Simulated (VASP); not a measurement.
Set up this calculation in VASP 6.6.1, as the native input.

| Quantity | Value |
| --- | --- |
| Task | single point |
| Functional | PBE |
| Potentials or basis | VASP PAW PBE potentials, release 64 (Hf_pv, O) |
| Cutoff | 520 eV |
| k mesh | 6 × 6 × 6 |
| Occupations | gaussian, width 0.01 eV |
| Spin | no spin polarisation |
| Dipole correction | no |
| Further INCAR settings | ALGO = Normal; EDIFF = 1e-06; NBANDS = 18 |

The structure of HfO2 lies in POSCAR:

```
HfO2
1.0
    0.0000000000      2.5038904961      2.5038904961
    2.5038904961      0.0000000000      2.5038904961
    2.5038904961      2.5038904961      0.0000000000
Hf O
1 2
Direct
    0.0000000000      0.0000000000      0.0000000000
    0.2500000000      0.2500000000      0.2500000000
    0.7500000000      0.7500000000      0.7500000000
```

This cell differs from its parent crystal: strain -1.0%.

One way to write it, as run:

INCAR

```
  ALGO = Normal
  EDIFF = 1E-6
  ENCUT = 520
  GGA = PE
  ISIF = 2
  ISMEAR = 0
  LASPH = True
  LCHARG = False
  LREAL = False
  LWAVE = False
  NBANDS = 18
  NELM = 60
  PREC = Accurate
  SIGMA = 0.01
```

KPOINTS

```
k-points
0
Gamma
  6 6 6
```

Potentials or basis: VASP PAW PBE potentials, release 64 (Hf_pv, O).

Launch:

```sh
$ cat potpaw_PBE.64/Hf_pv/POTCAR potpaw_PBE.64/O/POTCAR > POTCAR
$ mpirun -np 1 vasp_std > vasp.out
```

Results of the run:

```
Pressure               : 10.5 GPa
Band gap on the k mesh : 3.90 eV, direct
```

Caveat: the cell differs from its parent crystal (strain -1.0%); spin-orbit coupling is left out, which moves the levels of the heavy elements.

It took 13 s on 1 thread of Intel Xeon 8259CL (shared host), peak memory 0.16 GiB.
